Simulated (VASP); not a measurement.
# HfN (Fm-3m) in VASP: further runs, part 2 of 2

VASP 6.6.1.

**4. Relaxation of cell and atoms, PBEsol, target pressure 12 GPa, at which the enthalpy is minimised**

The input, INCAR:

```
SYSTEM = HfN
ALGO = Normal
EDIFF = 1E-7
EDIFFG = -0.001
ENCUT = 600
GGA = PS
IBRION = 2
ISIF = 3
ISMEAR = -1
LASPH = .True.
LCHARG = .False.
LREAL = .False.
LWAVE = .False.
NELM = 80
NSW = 80
PREC = Accurate
PSTRESS = 120.0
SIGMA = 0.15
```

The input, KPOINTS:

```
k-points
0
Gamma
  16 16 16
  0 0 0
```

The input, POSCAR:

```
HfN
1.0
    0.0000000000      2.2511619679      2.2511619679
    2.2511619679      0.0000000000      2.2511619679
    2.2511619679      2.2511619679      0.0000000000
Hf N
1 1
Direct
    0.0000000000      0.0000000000      0.0000000000
    0.5000000000      0.5000000000      0.5000000000
```

Potentials or basis: VASP PAW PBE potentials, release 64 (Hf_pv, N).

Command:

```
$ cat potpaw_PBE.64/Hf_pv/POTCAR potpaw_PBE.64/N/POTCAR > POTCAR
$ mpirun -np 1 vasp_std > vasp.out
```

OUTCAR:

```text
SYSTEM = HfN
   EDIFF = 1E-7
   EDIFFG = -0.001
   ENCUT = 600
   GGA = PS
   IBRION = 2
   ISIF = 3
   ISMEAR = -1
   LASPH = .True.
   LREAL = .False.
   NELM = 80
   NSW = 80
   PREC = Accurate
   PSTRESS = 120.0

 ion  position               nearest neighbor table
   1  0.000  0.000  0.000-   2 2.25   2 2.25   2 2.25   2 2.25   2 2.25   2 2.25
   2  0.500  0.500  0.500-   1 2.25   1 2.25   1 2.25   1 2.25   1 2.25   1 2.25

  LATTYP: Found a face centered cubic cell.
 ALAT       =     4.5023239358

  Lattice vectors:

 A1 = (   0.0000000000,   2.2511619679,   2.2511619679)
 A2 = (   2.2511619679,   0.0000000000,   2.2511619679)
 A3 = (   2.2511619679,   2.2511619679,   0.0000000000)

Analysis of symmetry for initial positions (statically):
=====================================================================
 Subroutine PRICEL returns:
 Original cell was already a primitive cell.

 Routine SETGRP: Setting up the symmetry group for a
 face centered cubic supercell.

 Subroutine GETGRP returns: Found 48 space group operations
 (whereof 48 operations were pure point group operations)
 out of a pool of 48 trial point group operations.

The static configuration has the point symmetry O_h .

Analysis of symmetry for dynamics (positions and initial velocities):
=====================================================================
 Subroutine PRICEL returns:
 Original cell was already a primitive cell.

 Routine SETGRP: Setting up the symmetry group for a
 face centered cubic supercell.

 Subroutine GETGRP returns: Found 48 space group operations
 (whereof 48 operations were pure point group operations)
 out of a pool of 48 trial point group operations.

The dynamic configuration has the point symmetry O_h .

 Subroutine INISYM returns: Found 48 space group operations
 (whereof 48 operations are pure point group operations),
 and found     1 'primitive' translations

----------------------------------------------------------------------------------------

                                     Primitive cell

  volume of cell :      22.8166

  direct lattice vectors                    reciprocal lattice vectors
     0.000000000  2.251161968  2.251161968    -0.222107519  0.222107519  0.222107519
     2.251161968  0.000000000  2.251161968     0.222107519 -0.222107519  0.222107519
     2.251161968  2.251161968  0.000000000     0.222107519  0.222107519 -0.222107519

  length of vectors
     3.183623786  3.183623786  3.183623786     0.384701508  0.384701508  0.384701508

  position of ions in fractional coordinates (direct lattice)
     0.000000000  0.000000000  0.000000000
     0.500000000  0.500000000  0.500000000

  ion indices of the primitive-cell ions
   primitive index   ion index
                 1           1
                 2           2

----------------------------------------------------------------------------------------

 KPOINTS: k-points

Automatic generation of k-mesh.
 Grid dimensions read from file:
 generate k-points for:   16   16   16

 Generating k-lattice:

[... 46 lines left out ...]
   dimension x,y,z NGX =    28 NGY =   28 NGZ =   28
   dimension x,y,z NGXF=    56 NGYF=   56 NGZF=   56
   ions per type =               1   1
   NGX,Y,Z   is equivalent  to a cutoff of  14.62, 14.62, 14.62 a.u.
   NGXF,Y,Z  is equivalent  to a cutoff of  29.24, 29.24, 29.24 a.u.
 SYSTEM =  HfN
   PREC   = accura    normal or accurate (medium, high low for compatibility)
   ISTART =      0    job   : 0-new  1-cont  2-samecut
   ICHARG =      2    charge: 1-file 2-atom 10-const
   ISPIN  =      1    spin polarized calculation?
   LNONCOLLINEAR =      F non collinear calculations
   LSORBIT =      F    spin-orbit coupling
   LASPH  =      T    aspherical Exc in radial PAW
   ENCUT  =  600.0 eV  44.10 Ry    6.64 a.u.   6.36  6.36  6.36*2*pi/ulx,y,z
   NELM   =     80;   NELMIN=  2; NELMDL= -5     # of ELM steps
   EDIFF  = 0.1E-06   stopping-criterion for ELM
   LREAL  =      F    real-space projection
   EDIFFG = -.1E-02   stopping-criterion for IOM
   NSW    =     80    number of steps for IOM
   IBRION =      2    ionic relax: 0-MD 1-quasi-New 2-CG
   NFREE  =      1    steps in history (QN), initial steepest desc. (CG)
   ISIF   =      3    stress and relaxation
   ISYM   =      2    0-nonsym 1-usesym 2-fastsym
   POTIM  = 0.5000    time-step for ionic-motion
   TEBEG  =    0.0;   TEEND  =   0.0 temperature during run
   PSTRESS=  120.0 pullay stress
   NELECT =      15.0000    total number of electrons
   NUPDOWN=      -1.0000    fix difference up-down
   EMIN   =  10.00;   EMAX   =-10.00  energy-range for DOS
   EFERMI =   0.00;   METHOD = LEGACY
   ISMEAR =    -1;   SIGMA  =   0.15  broadening in eV -4-tet -1-fermi 0-gaus
   EFERMI_NEDOS =   21; number of points for ismear=-14 and -15
   IALGO  =     38    algorithm
   IMIX   =      4    mixing-type and parameters
     AMIX     =   0.40;   BMIX     =  1.00
     AMIX_MAG =   1.60;   BMIX_MAG =  1.00
  volume/ion in A,a.u.               =      11.41        76.99
  Fermi-wavevector in a.u.,A,eV,Ry     =   1.423492  2.690011 27.569905  2.026331
  Thomas-Fermi vector in A             =   2.544084
   LORBIT       =      0    0 simple, 1 ext, 2 COOP (PROOUT), +10 PAW based schemes
   GGA     = PS    functional components
   LHFCALC =     F    Hartree Fock is set to
   AEXX    =    0.0000 exact exchange contribution
   IVDW    =     0    specifies the selected vdW correction
   LEPSILON=     F    determine dielectric tensor
   LRPA    =     F    only Hartree local field effects (RPA)
 conjugate gradient relaxation of ions
 non-spin polarized calculation
  energy-cutoff  :      600.00
  volume of cell :       22.82
 maximum number of plane-waves:       778
 NGX is ok and might be reduce to    28
   NGX = 13   NGY = 13   NGZ = 13

--------------------------------------- Ionic step        1  -------------------------------------------

 number of electron      15.0000002 magnetization

 Free energy of the ion-electron system (eV)
  ---------------------------------------------------
  ext. energy  EPLUGINS =         0.00000000
  ---------------------------------------------------
  free energy    TOTEN  =       -23.01652599 eV

  energy without entropy =      -22.97372961  energy(sigma->0) =      -22.99512780

------------------------ aborting loop because EDIFF is reached ----------------------------------------

  FORCE on cell =-STRESS in cart. coord.  units (eV):
  Direction    XX          YY          ZZ          XY          YZ          ZX
  --------------------------------------------------------------------------------------
  -------------------------------------------------------------------------------------
  Total       -0.3238682     -0.3238682     -0.3238682      0.0000000      0.0000000      0.0000000
  in kB      -22.7420033    -22.7420033    -22.7420033      0.0000000      0.0000000      0.0000000
  external PRESSURE =    -142.7420033 kB  Pullay stress =     120.0000000 kB
[... 215 lines left out ...]
--------------------------------------- Ionic step        7  -------------------------------------------

 number of electron      14.9999999 magnetization

 Free energy of the ion-electron system (eV)
  ---------------------------------------------------
  ext. energy  EPLUGINS =         0.00000000
  ---------------------------------------------------
  free energy    TOTEN  =       -22.98731488 eV

  energy without entropy =      -22.94678315  energy(sigma->0) =      -22.96704902

 E-fermi :   8.7046     XC(G=0): -13.1909

 val. band max:        8.7040786172   @ k =   0.3750   0.1250   0.0000
 cond. band min:       8.7975134254   @ k =  -0.1250   0.0625   0.0000
 fundamental gap:      0.0934348083
 Fermi energy:         8.7046057696

 k-point     1 :       0.0000    0.0000    0.0000
  band No.  band energies     occupation
      1     -22.1271      2.00000
      2     -22.1271      2.00000
      3     -22.1271      2.00000
      4      -9.0667      2.00000
      5       5.6602      2.00000
      6       5.6602      2.00000
      7       5.6602      2.00000
      8       8.3000      1.87372
      9       8.3000      1.87372
     10       8.3000      1.87372
     11      10.7891      0.00000
[... 309 lines left out ...]
 k-point    24 :      -0.0625    0.0625    0.0000
  band No.  band energies     occupation
      1     -22.2495      2.00000
      2     -22.1570      2.00000
      3     -22.1289      2.00000
      4      -8.7956      2.00000
      5       4.5952      2.00000
      6       4.9278      2.00000
      7       5.2746      2.00000
      8       8.4862      1.62192
      9       8.4888      1.61654
     10       8.9736      0.28537
     11      11.0397      0.00000

 [... further k-points ...]

------------------------ aborting loop because EDIFF is reached ----------------------------------------

  FORCE on cell =-STRESS in cart. coord.  units (eV):
  Direction    XX          YY          ZZ          XY          YZ          ZX
  --------------------------------------------------------------------------------------
  -------------------------------------------------------------------------------------
  Total        1.6333048      1.6333048      1.6333048     -0.0000000      0.0000000     -0.0000000
  in kB      120.0777512    120.0777512    120.0777512     -0.0000000      0.0000000     -0.0000000
  external PRESSURE =       0.0777512 kB  Pullay stress =     120.0000000 kB
[... 21 lines left out ...]
  energy  without entropy=      -22.9467831541  energy(sigma->0) =      -22.96704902

  enthalpy is  TOTEN    =       -21.3550676384 eV   P V=        1.6322472449

 reached required accuracy - stopping structural energy minimisation
```

OSZICAR:

```text
N       E                     dE             d eps       ncg     rms          rms(c)
DAV:   1     0.440807370882E+02    0.44081E+02   -0.90044E+03  3190   0.144E+03
DAV:   2    -0.232717982665E+02   -0.67353E+02   -0.63554E+02  4226   0.283E+02
DAV:   3    -0.257227162139E+02   -0.24509E+01   -0.24221E+01  4138   0.476E+01
[... 60 lines left out ...]
DAV:   2    -0.229873369326E+02    0.73843E-04   -0.11975E-04  3298   0.109E-01    0.898E-02
DAV:   3    -0.229873147103E+02    0.22222E-04   -0.49462E-05  3517   0.707E-02    0.527E-02
DAV:   4    -0.229873144408E+02    0.26948E-06   -0.23611E-06  3999   0.165E-02    0.329E-02
DAV:   5    -0.229873148238E+02   -0.38301E-06   -0.28228E-07  3516   0.459E-03    0.365E-03
DAV:   6    -0.229873148833E+02   -0.59512E-07   -0.23533E-08  1838   0.174E-03
   7 F= -.21355068E+02 E0= -.21334802E+02  d E =-.113257E-04
```

CONTCAR:

```text
HfN
   1.00000000000000
    -0.0000000000000000    2.2169799305522657    2.2169799305522657
     2.2169799305522657    0.0000000000000000    2.2169799305522657
     2.2169799305522657    2.2169799305522657   -0.0000000000000000
  Hf              N
     1     1
Direct
     0.0000000000000000    0.0000000000000000    0.0000000000000000
     0.5000000000000000    0.5000000000000000    0.5000000000000000

  0.00000000E+00  0.00000000E+00  0.00000000E+00
  0.00000000E+00  0.00000000E+00  0.00000000E+00
```

Wall time 1.7 min (1 thread of Intel Xeon Platinum 8559C (Emerald Rapids), shared host); peak memory 0.21 GiB.

What came out:

```yaml
Free_energy: -22.9873 eV
Relaxed_volume: 10.90 Å³/atom
Relaxed_cell: a = 3.135 Å, b = 3.135 Å, c = 3.135 Å, α = 60.00°, β = 60.00°, γ = 60.00°
Space_group_after_relaxing_to_0.1_Å: Fm-3m (No. 225)
Energy_change_on_relaxing_the_run_minimises_the_enthalpy: +14.6 meV/atom
Ionic_steps: 7
Pressure_after_relaxing: 12.0 GPa
Band_gap_on_the_k_mesh: zero (an odd number of electrons rules out a gap without spin polarisation)
```

Step by step:
| step | energy change (eV) | largest force (eV/Å) | pressure (GPa) | volume (Å³) |
| --- | --- | --- | --- | --- |
| 1 | 0.0000 | 0.0000 | -2.27 | 22.82 |
| 2 | 0.4688 | 0.0000 | 56.78 | 19.62 |
| 3 | 0.0264 | 0.0000 | 11.41 | 21.83 |
| 4 | 0.0288 | 0.0000 | 11.93 | 21.80 |
| 5 | 0.0303 | 0.0000 | 12.25 | 21.78 |
| 6 | 0.0270 | 0.0000 | 11.53 | 21.82 |
| 7 | 0.0292 | 0.0000 | 12.01 | 21.79 |

Final structure:
```cif
data_structure
_symmetry_space_group_name_H-M 'P 1'
_symmetry_Int_Tables_number 1
_cell_length_a 3.1353
_cell_length_b 3.1353
_cell_length_c 3.1353
_cell_angle_alpha 60.000
_cell_angle_beta 60.000
_cell_angle_gamma 60.000
_cell_volume 21.79
loop_
_atom_site_label
_atom_site_type_symbol
_atom_site_fract_x
_atom_site_fract_y
_atom_site_fract_z
_atom_site_occupancy
Hf1 Hf 0.00000 0.00000 0.00000 1
N1 N 0.50000 0.50000 0.50000 1
```

Caveat: the cell is relaxed towards a set pressure, so the run minimises the enthalpy, not the energy; the PAW data sets were made with another functional, which shifts forces and pressure a little; spin-orbit coupling is left out, which moves the levels of the heavy elements.

**5. Single point, PBEsol**

This run uses another cell than the first one, of 10.84 Å³/atom.

The input, INCAR:

```
  PREC = Accurate
  ENCUT = 520
  EDIFF = 1E-7
  ISMEAR = -1
  SIGMA = 0.15
  LREAL = False
  LASPH = True
  NELM = 100
  ALGO = Normal
  ISIF = 2
  LWAVE = False
  LCHARG = False
  GGA = PS
  NBANDS = 14
```

The input, KPOINTS:

```
regular mesh
0
Gamma
  16 16 16
```

The input, POSCAR:

```
HfN
1.0
    0.0000000000      2.2134303905      2.2134303905
    2.2134303905      0.0000000000      2.2134303905
    2.2134303905      2.2134303905      0.0000000000
Hf N
1 1
Direct
    0.0000000000      0.0000000000      0.0000000000
    0.5000000000      0.5000000000      0.5000000000
```

Command:

```
$ cat potpaw_PBE.64/Hf_pv/POTCAR potpaw_PBE.64/N/POTCAR > POTCAR
$ mpirun -np 1 vasp_std > vasp.out
```

Run time: 59 s. Hardware: 1 thread of AMD EPYC 7R13, shared host; peak memory 0.15 GiB.

It converged, with:

```
Free energy            : -22.9752 eV
Pressure               : 13.8 GPa
Band gap on the k mesh : zero (an odd number of electrons rules out a gap without spin polarisation)
```

Levels at points of the mesh, in eV from the Fermi level:
| k point | band 4 | band 5 | band 6 | band 7 | band 8 | band 9 | band 10 | band 11 | band 12 | band 13 |
| --- | --- | --- | --- | --- | --- | --- | --- | --- | --- | --- |
| (0.00, 0.00, 0.00) | -17.80 | -3.05 | -3.05 | -3.05 | -0.41 | -0.41 | -0.41 | 2.10 | 2.10 | 2.42 |
| (0.50, 0.00, 0.00) | -14.65 | -9.26 | -6.49 | -6.49 | 3.59 | 4.03 | 4.03 | 4.74 | 9.64 | 9.64 |
| (0.50, 0.50, 0.00) | -16.67 | -5.35 | -4.13 | -3.67 | -3.67 | 4.43 | 6.04 | 6.04 | 6.37 | 8.76 |

Caveat: the cell stands under pressure; the PAW data sets were made with another functional, which shifts forces and pressure a little; spin-orbit coupling is left out, which moves the levels of the heavy elements.

**6. Summary**

```csv
task,cell,k mesh,cutoff (eV),smearing,gap on the mesh (eV),pressure (GPa)
single point,"a = 3.183 Å, angles 60.0°, 2 atoms",26 × 26 × 26,520,gaussian 0.15 eV,none,-2.2
single point,"a = 3.143 Å, angles 60.0°, 2 atoms",16 × 16 × 16,520,fermi-dirac 0.15 eV,none,9.8
relaxation of cell and atoms,"relaxed to 12 GPa from a = 3.184 Å, angles 60.0°, 2 atoms",16 × 16 × 16,600,fermi-dirac 0.15 eV,none,12.0
single point,"a = 3.130 Å, angles 60.0°, 2 atoms",16 × 16 × 16,520,fermi-dirac 0.15 eV,none,13.8
```

Alike in all rows: level PBEsol; potentials or basis VASP PAW PBE potentials, release 64 (Hf_pv, N); no spin polarisation.

Caveats: the PAW data sets were made with another functional, which shifts forces and pressure a little; spin-orbit coupling is left out, which moves the levels of the heavy elements; the cell stands under pressure (at least some runs); the cell is relaxed towards a set pressure, so the run minimises the enthalpy, not the energy (at least some runs).

Absolute energies hang on the potentials; compare differences alone.
